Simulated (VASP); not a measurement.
Wanted: the native input for a VASP 6.6.1 run.

| Quantity | Value |
| --- | --- |
| Task | single point |
| Functional | r2SCAN |
| Dispersion | rVV10 |
| Potentials or basis | VASP PAW PBE potentials, release 64 (Zn, Sn_d, I) |
| Cutoff | 520 eV |
| k mesh | 4 × 4 × 4 |
| Occupations | fermi-dirac, width 0.03 eV |
| Spin | no spin polarisation |
| Dipole correction | no |
| Further INCAR settings | ALGO = Normal; EDIFF = 1e-06; NBANDS = 44 |

The system is ZnSnI6.

```xyz
8
Lattice="0.0000 5.7182 5.7182 5.7182 0.0000 5.7182 5.7182 5.7182 0.0000" Properties=species:S:1:pos:R:3 pbc="T T T"
Zn    5.7182    5.7182    5.7182
Sn    0.0000    0.0000    0.0000
I     2.9094    5.7182    5.7182
I     8.5269    5.7182    5.7182
I     5.7182    2.9094    5.7182
I     5.7182    8.5269    5.7182
I     5.7182    5.7182    2.9094
I     5.7182    5.7182    8.5269
```

These files were run (other wordings do the same):

POSCAR

```
ZnSnI6
1.0
    0.0000000000      5.7181779358      5.7181779358
    5.7181779358      0.0000000000      5.7181779358
    5.7181779358      5.7181779358      0.0000000000
Zn Sn I
1 1 6
Direct
    0.5000000000      0.5000000000      0.5000000000
    0.0000000000      0.0000000000      0.0000000000
    0.7455995946      0.2544004054      0.2544004054
    0.2544004054      0.7455995946      0.7455995946
    0.2544004054      0.7455995946      0.2544004054
    0.7455995946      0.2544004054      0.7455995946
    0.2544004054      0.2544004054      0.7455995946
    0.7455995946      0.7455995946      0.2544004054
```

INCAR.step1

```
PREC = Accurate
ENCUT = 520
ISMEAR = -1
SIGMA = 0.03
LREAL = False
LASPH = True
NELM = 80
NBANDS = 44
GGA = PE
ALGO = Normal
EDIFF = 1E-4
LWAVE = True
LCHARG = False
```

INCAR.step2

```
PREC = Accurate
ENCUT = 520
EDIFF = 1E-6
ISMEAR = -1
SIGMA = 0.03
LREAL = False
LASPH = True
NELM = 80
ALGO = Normal
ISIF = 2
LWAVE = False
LCHARG = False
METAGGA = R2SCAN
LMIXTAU = True
LUSE_VDW = True
IVDW_NL = 2
BPARAM = 11.95
CPARAM = 0.0093
NBANDS = 44
ISTART = 1
```

KPOINTS

```
Automatic mesh
0
Gamma
  4 4 4
```

Potentials or basis: VASP PAW PBE potentials, release 64 (Zn, Sn_d, I).

The run is started by

```console
$ cat potpaw_PBE.64/Zn/POTCAR potpaw_PBE.64/Sn_d/POTCAR potpaw_PBE.64/I/POTCAR > POTCAR
$ cp INCAR.step1 INCAR
$ mpirun -np 1 vasp_std > vasp.out
$ cp INCAR.step2 INCAR
$ mpirun -np 1 vasp_std > vasp.out
```

It gave:

```json
{"Pressure": "0.1 GPa", "Band gap on the k mesh": "zero (bands 34 and 35 overlap by 0.16 eV)"}
```

Caveat: semilocal functionals underestimate gaps, and a narrow one can read as zero; the PAW data sets were made with another functional, which shifts forces and pressure a little; spin-orbit coupling is left out, which moves the levels of the heavy elements.

Run time: 9.6 min on 1 thread of Intel(R) Xeon(R) 6975P-C (Granite Rapids) (shared host), peak memory 1.4 GiB.
